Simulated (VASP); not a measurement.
# InAs (F-43m) in VASP: a series of runs

The runs below take InAs through single point, relaxation of cell and atoms, with PBE.

Program: VASP 6.6.1. These are calculated values, not measurements. Logs are shortened: lines on timing, memory, paths and dates and some standing lists are left out, and cuts for length are marked.

## (1) The cell of the first run

Symmetry: F-43m, No. 216, cubic system. Conventional cell: a = 5.893 Å, b = 5.893 Å, c = 5.893 Å, α = 90.00°, β = 90.00°, γ = 90.00°. Within 3.4 Å of In (site symmetry -43m) lie 4 As at 2.55 Å. Within 3.4 Å of As (site symmetry -43m) lie 4 In at 2.55 Å.

## (2) Single point, PBE

INCAR reads:

```
SYSTEM = InAs
  PREC = Accurate
  ENCUT = 500
  EDIFF = 1E-6
  ISMEAR = 0
  SIGMA = 0.01
  LREAL = .FALSE.
  LASPH = .TRUE.
  NELM = 120
  ALGO = Normal
  ISIF = 2
  LWAVE = .FALSE.
  LCHARG = .FALSE.
  GGA = PE
  NBANDS = 16
  GGA_COMPAT = .FALSE.
```

KPOINTS reads:

```
Automatic mesh
0
G
  6 6 6
  0 0 0
```

POSCAR reads:

```
InAs
1.0
    0.0000000000      2.9463161691      2.9463161691
    2.9463161691      0.0000000000      2.9463161691
    2.9463161691      2.9463161691      0.0000000000
In As
1 1
Direct
    0.0000000000      0.0000000000      0.0000000000
    0.2500000000      0.2500000000      0.2500000000
```

Potentials or basis: VASP PAW PBE potentials, release 64 (In_d, As).

On the command line:

```sh
$ cat potpaw_PBE.64/In_d/POTCAR potpaw_PBE.64/As/POTCAR > POTCAR
$ mpirun -np 1 vasp_std > vasp.out
```

OUTCAR:

```text
SYSTEM = InAs
   PREC = Accurate
   ENCUT = 500
   EDIFF = 1E-6
   ISMEAR = 0
   LREAL = .FALSE.
   LASPH = .TRUE.
   NELM = 120
   ISIF = 2
   GGA = PE

 ion  position               nearest neighbor table
   1  0.000  0.000  0.000-   2 2.55   2 2.55   2 2.55   2 2.55
   2  0.250  0.250  0.250-   1 2.55   1 2.55   1 2.55   1 2.55

  LATTYP: Found a face centered cubic cell.
 ALAT       =     5.8926323382

  Lattice vectors:

 A1 = (   0.0000000000,   2.9463161691,   2.9463161691)
 A2 = (   2.9463161691,   0.0000000000,   2.9463161691)
 A3 = (   2.9463161691,   2.9463161691,   0.0000000000)

Analysis of symmetry for initial positions (statically):
=====================================================================
 Subroutine PRICEL returns:
 Original cell was already a primitive cell.

 Routine SETGRP: Setting up the symmetry group for a
 face centered cubic supercell.

 Subroutine GETGRP returns: Found 24 space group operations
 (whereof 24 operations were pure point group operations)
 out of a pool of 48 trial point group operations.

The static configuration has the point symmetry T_d .

Analysis of symmetry for dynamics (positions and initial velocities):
=====================================================================
 Subroutine PRICEL returns:
 Original cell was already a primitive cell.

 Routine SETGRP: Setting up the symmetry group for a
 face centered cubic supercell.

 Subroutine GETGRP returns: Found 24 space group operations
 (whereof 24 operations were pure point group operations)
 out of a pool of 48 trial point group operations.

The dynamic configuration has the point symmetry T_d .

 Subroutine INISYM returns: Found 24 space group operations
 (whereof 24 operations are pure point group operations),
 and found     1 'primitive' translations

----------------------------------------------------------------------------------------

                                     Primitive cell

  volume of cell :      51.1526

  direct lattice vectors                    reciprocal lattice vectors
     0.000000000  2.946316169  2.946316169    -0.169703444  0.169703444  0.169703444
     2.946316169  0.000000000  2.946316169     0.169703444 -0.169703444  0.169703444
     2.946316169  2.946316169  0.000000000     0.169703444  0.169703444 -0.169703444

  length of vectors
     4.166720285  4.166720285  4.166720285     0.293934987  0.293934987  0.293934987

  position of ions in fractional coordinates (direct lattice)
     0.000000000  0.000000000  0.000000000
     0.250000000  0.250000000  0.250000000

  ion indices of the primitive-cell ions
   primitive index   ion index
                 1           1
                 2           2

----------------------------------------------------------------------------------------

 KPOINTS: Automatic mesh

Automatic generation of k-mesh.
 Grid dimensions read from file:
 generate k-points for:    6    6    6

 Generating k-lattice:

  Cartesian coordinates                     Fractional coordinates (reciprocal lattice)
    -0.028283907  0.028283907  0.028283907     0.166666667  0.000000000  0.000000000
     0.028283907 -0.028283907  0.028283907     0.000000000  0.166666667  0.000000000
     0.028283907  0.028283907 -0.028283907     0.000000000  0.000000000  0.166666667

  Length of vectors
     0.048989164  0.048989164  0.048989164

  Shift w.r.t. Gamma in fractional coordinates (k-lattice)
     0.000000000  0.000000000  0.000000000

 Subroutine IBZKPT returns following result:
 ===========================================

 Found     16 irreducible k-points:

 Following reciprocal coordinates:
            Coordinates               Weight
  0.000000  0.000000  0.000000      1.000000
  0.166667  0.000000  0.000000      8.000000
  0.333333  0.000000  0.000000      8.000000
  0.500000  0.000000  0.000000      4.000000
  0.166667  0.166667  0.000000      6.000000
  0.333333  0.166667  0.000000     24.000000
[... 8 lines left out ...]
 -0.333333  0.333333  0.166667     24.000000
 -0.333333  0.500000  0.166667     12.000000
   k-points           NKPTS =     16   k-points in BZ     NKDIM =     16   number of bands    NBANDS=     16
   number of dos      NEDOS =    301   number of ions     NIONS =      2
   total plane-waves  NPLWV =  27000
   dimension x,y,z NGX =    30 NGY =   30 NGZ =   30
   dimension x,y,z NGXF=    60 NGYF=   60 NGZF=   60
   ions per type =               1   1
   NGX,Y,Z   is equivalent  to a cutoff of  11.97, 11.97, 11.97 a.u.
   NGXF,Y,Z  is equivalent  to a cutoff of  23.94, 23.94, 23.94 a.u.
 SYSTEM =  InAs
   PREC   = accura    normal or accurate (medium, high low for compatibility)
   ISTART =      0    job   : 0-new  1-cont  2-samecut
   ICHARG =      2    charge: 1-file 2-atom 10-const
   ISPIN  =      1    spin polarized calculation?
   LNONCOLLINEAR =      F non collinear calculations
   LSORBIT =      F    spin-orbit coupling
   LASPH  =      T    aspherical Exc in radial PAW
   ENCUT  =  500.0 eV  36.75 Ry    6.06 a.u.   7.60  7.60  7.60*2*pi/ulx,y,z
   NELM   =    120;   NELMIN=  2; NELMDL= -5     # of ELM steps
   EDIFF  = 0.1E-05   stopping-criterion for ELM
   LREAL  =      F    real-space projection
   EDIFFG = 0.1E-04   stopping-criterion for IOM
   NSW    =      0    number of steps for IOM
   IBRION =     -1    ionic relax: 0-MD 1-quasi-New 2-CG
   NFREE  =      0    steps in history (QN), initial steepest desc. (CG)
   ISIF   =      2    stress and relaxation
   ISYM   =      2    0-nonsym 1-usesym 2-fastsym
   POTIM  = 0.5000    time-step for ionic-motion
   TEBEG  =    0.0;   TEEND  =   0.0 temperature during run
   PSTRESS=    0.0 pullay stress
   NELECT =      18.0000    total number of electrons
   NUPDOWN=      -1.0000    fix difference up-down
   EMIN   =  10.00;   EMAX   =-10.00  energy-range for DOS
   EFERMI =   0.00;   METHOD = LEGACY
   ISMEAR =     0;   SIGMA  =   0.01  broadening in eV -4-tet -1-fermi 0-gaus
   EFERMI_NEDOS =   21; number of points for ismear=-14 and -15
   IALGO  =     38    algorithm
   IMIX   =      4    mixing-type and parameters
     AMIX     =   0.40;   BMIX     =  1.00
     AMIX_MAG =   1.60;   BMIX_MAG =  1.00
  volume/ion in A,a.u.               =      25.58       172.60
  Fermi-wavevector in a.u.,A,eV,Ry     =   1.155783  2.184113 18.175131  1.335834
  Thomas-Fermi vector in A             =   2.292409
   LORBIT       =      0    0 simple, 1 ext, 2 COOP (PROOUT), +10 PAW based schemes
   GGA     = PE    functional components
   LHFCALC =     F    Hartree Fock is set to
   AEXX    =    0.0000 exact exchange contribution
   IVDW    =     0    specifies the selected vdW correction
   LEPSILON=     F    determine dielectric tensor
   LRPA    =     F    only Hartree local field effects (RPA)
 non-spin polarized calculation
 Gauss-broadening in eV      SIGMA  =   0.01
  energy-cutoff  :      500.00
  volume of cell :       51.15
 maximum number of plane-waves:      1315
   NGX = 15   NGY = 15   NGZ = 15

 number of electron      18.0000001 magnetization

 Free energy of the ion-electron system (eV)
  ---------------------------------------------------
  ext. energy  EPLUGINS =         0.00000000
  ---------------------------------------------------
  free energy    TOTEN  =        -7.47593130 eV

  energy without entropy =       -7.47593130  energy(sigma->0) =       -7.47593130

 E-fermi :   5.4366     XC(G=0):  -9.4337

 val. band max:        5.3420997164   @ k =   0.0000   0.0000   0.0000
 cond. band min:       5.5440268429   @ k =   0.0000   0.0000   0.0000
 fundamental gap:      0.2019271265
 Fermi energy:         5.4365630302

 k-point     1 :       0.0000    0.0000    0.0000
  band No.  band energies     occupation
      1      -9.2460      2.00000
      2      -9.2460      2.00000
      3      -9.2460      2.00000
      4      -9.0846      2.00000
      5      -9.0846      2.00000
      6      -7.0540      2.00000
[... 8 lines left out ...]
     15      15.2177      0.00000
     16      15.2177      0.00000

 k-point     2 :       0.1667    0.0000    0.0000
  band No.  band energies     occupation
      1      -9.2936      2.00000
      2      -9.2332      2.00000
      3      -9.2332      2.00000
      4      -9.0847      2.00000
      5      -9.0847      2.00000
      6      -6.7282      2.00000
[... 8 lines left out ...]
     15      14.0262      0.00000
     16      14.1341      0.00000

 k-point     3 :       0.3333    0.0000    0.0000
  band No.  band energies     occupation
      1      -9.3760      2.00000
      2      -9.2124      2.00000
      3      -9.2124      2.00000
      4      -9.0797      2.00000
      5      -9.0797      2.00000
      6      -5.9113      2.00000
[... 8 lines left out ...]
     15      14.5755      0.00000
     16      14.5755      0.00000

 k-point     4 :       0.5000    0.0000    0.0000
  band No.  band energies     occupation
      1      -9.4128      2.00000
      2      -9.2051      2.00000
      3      -9.2051      2.00000
      4      -9.0740      2.00000
      5      -9.0740      2.00000
      6      -5.3244      2.00000
[... 8 lines left out ...]
     15      16.3705      0.00000
     16      16.3705      0.00000
[... 172 lines left out ...]
 k-point    14 :       0.5000    0.3333    0.1667
  band No.  band energies     occupation
      1      -9.4270      2.00000
      2      -9.1881      2.00000
      3      -9.1722      2.00000
      4      -9.1057      2.00000
      5      -9.0701      2.00000
      6      -5.2907      2.00000
[... 8 lines left out ...]
     15      16.3617      0.00000
     16      17.7346      0.00000

 k-point    15 :      -0.3333    0.3333    0.1667
  band No.  band energies     occupation
      1      -9.4426      2.00000
      2      -9.1873      2.00000
      3      -9.1616      2.00000
      4      -9.0998      2.00000
      5      -9.0753      2.00000
      6      -4.8323      2.00000
[... 8 lines left out ...]
     15      16.5188      0.00000
     16      17.5297      0.00000

 k-point    16 :      -0.3333    0.5000    0.1667
  band No.  band energies     occupation
      1      -9.4622      2.00000
      2      -9.1691      2.00000
      3      -9.1489      2.00000
      4      -9.1139      2.00000
      5      -9.0677      2.00000
      6      -4.6397      2.00000
[... 8 lines left out ...]
     15      17.4156      0.00000
     16      17.5724      0.00000

------------------------ aborting loop because EDIFF is reached ----------------------------------------

  FORCE on cell =-STRESS in cart. coord.  units (eV):
  Direction    XX          YY          ZZ          XY          YZ          ZX
  --------------------------------------------------------------------------------------
  -------------------------------------------------------------------------------------
  Total        3.2191656      3.2191656      3.2191656      0.0000000      0.0000000      0.0000000
  in kB      100.8290930    100.8290930    100.8290930      0.0000000      0.0000000      0.0000000
  external PRESSURE =     100.8290930 kB  Pullay stress =       0.0000000 kB

 VOLUME and BASIS-vectors are now :
 -----------------------------------------------------------------------------
  energy-cutoff  :      500.00
  volume of cell :       51.15
      direct lattice vectors                 reciprocal lattice vectors
     0.000000000  2.946316169  2.946316169    -0.169703444  0.169703444  0.169703444
     2.946316169  0.000000000  2.946316169     0.169703444 -0.169703444  0.169703444
     2.946316169  2.946316169  0.000000000     0.169703444  0.169703444 -0.169703444

 POSITION                                       TOTAL-FORCE (eV/Angst)
 -----------------------------------------------------------------------------------
      0.00000      0.00000      0.00000         0.000000      0.000000      0.000000
      1.47316      1.47316      1.47316        -0.000000     -0.000000     -0.000000
 -----------------------------------------------------------------------------------
    total drift:                                0.000000      0.000000      0.000000

  FREE ENERGIE OF THE ION-ELECTRON SYSTEM (eV)
  ---------------------------------------------------
  free  energy   TOTEN  =        -7.4759312982 eV

  energy  without entropy=       -7.4759312982  energy(sigma->0) =       -7.47593130
```

Wall time 9.7 s (1 thread of Intel Xeon 6975P-C (Granite Rapids), shared host); peak memory 0.16 GiB.

Results:

```
Free energy            : -7.4759 eV
Pressure               : 10.1 GPa
Band gap on the k mesh : 0.20 eV
```

Caveat: the cell stands under pressure; spin-orbit coupling is left out, which moves the levels of the heavy elements.

## (3) Relaxation of cell and atoms, PBE, target pressure 10 GPa, at which the enthalpy is minimised

This run uses another cell than the first one, of 27.49 Å³/atom.

INCAR reads:

```
PREC     = Accurate       # precision mode
ENCUT    = 500            # plane-wave cutoff, eV
EDIFF    = 1E-7           # SCF threshold, eV
ISMEAR   = 0              # smearing method
SIGMA    = 0.01           # smearing width, eV
LREAL    = F              # projectors in reciprocal space
LASPH    = T              # aspherical terms in the spheres
NELM     = 120            # most SCF steps
ALGO     = Normal         # electronic algorithm
ISIF     = 3              # what is computed and relaxed
LWAVE    = F              # write WAVECAR
LCHARG   = F              # write CHGCAR
GGA      = PE             # functional
IBRION   = 2              # ionic algorithm
NSW      = 80             # ionic steps
EDIFFG   = -0.01          # ionic threshold
PSTRESS  = 100.0        
GGA_COMPAT= F            
NELMIN   = 4
```

KPOINTS reads:

```
regular mesh
0
Gamma
  6 6 6
```

POSCAR reads:

```
InAs
1.0
    0.0000000000      3.0180000000      3.0180000000
    3.0180000000      0.0000000000      3.0180000000
    3.0180000000      3.0180000000      0.0000000000
In As
1 1
Direct
    0.0000000000      0.0000000000      0.0000000000
    0.2500000000      0.2500000000      0.2500000000
```

Potentials or basis: VASP PAW PBE potentials, release 64 (In_d, As).

On the command line:

```sh
$ cat potpaw_PBE.64/In_d/POTCAR potpaw_PBE.64/As/POTCAR > POTCAR
$ mpirun -np 1 vasp_std > vasp.out
```

It took 23 s on 1 thread of Intel Xeon 6975P-C (Granite Rapids), shared host; peak memory 0.18 GiB.

Results (log left out):

- Free energy: -7.4785 eV
- Relaxed volume: 25.59 Å³/atom
- Relaxed cell: a = 4.167 Å, b = 4.167 Å, c = 4.167 Å, α = 60.00°, β = 60.00°, γ = 60.00°
- Space group after relaxing (to 0.1 Å): F-43m (No. 216)
- Energy change on relaxing (the run minimises the enthalpy): +83.6 meV/atom
- Ionic steps: 4
- Pressure after relaxing: 10.0 GPa
- Band gap on the k mesh: 0.20 eV

The path:
```csv
step,energy change (eV),largest force (eV/Å),pressure (GPa),volume (Å³)
1,0.0000,0.0000,4.44,54.98
2,0.4594,0.0000,17.51,47.73
3,0.1626,0.0000,9.91,51.25
4,0.1672,0.0000,10.04,51.18
```

Final structure:
```cif
data_structure
_symmetry_space_group_name_H-M 'P 1'
_symmetry_Int_Tables_number 1
_cell_length_a 4.1675
_cell_length_b 4.1675
_cell_length_c 4.1675
_cell_angle_alpha 60.000
_cell_angle_beta 60.000
_cell_angle_gamma 60.000
_cell_volume 51.18
loop_
_atom_site_label
_atom_site_type_symbol
_atom_site_fract_x
_atom_site_fract_y
_atom_site_fract_z
_atom_site_occupancy
In1 In 0.00000 0.00000 0.00000 1
As1 As 0.25000 0.25000 0.25000 1
```

Levels at points of the mesh, in eV from the valence-band top:
```
           k point  band 6  band 7  band 8  band 9  band 10  band 11  band 12  band 13
(0.00, 0.00, 0.00)  -12.39    0.00    0.00    0.00     0.20     3.93     3.93     3.93
(0.50, 0.00, 0.00)  -10.66   -6.19   -1.11   -1.11     1.12     4.70     4.70     6.92
(0.50, 0.50, 0.00)  -10.04   -6.19   -2.60   -2.60     1.40     2.05     9.70     9.81
```

Caveat: the cell is relaxed towards a set pressure, so the run minimises the enthalpy, not the energy; spin-orbit coupling is left out, which moves the levels of the heavy elements.
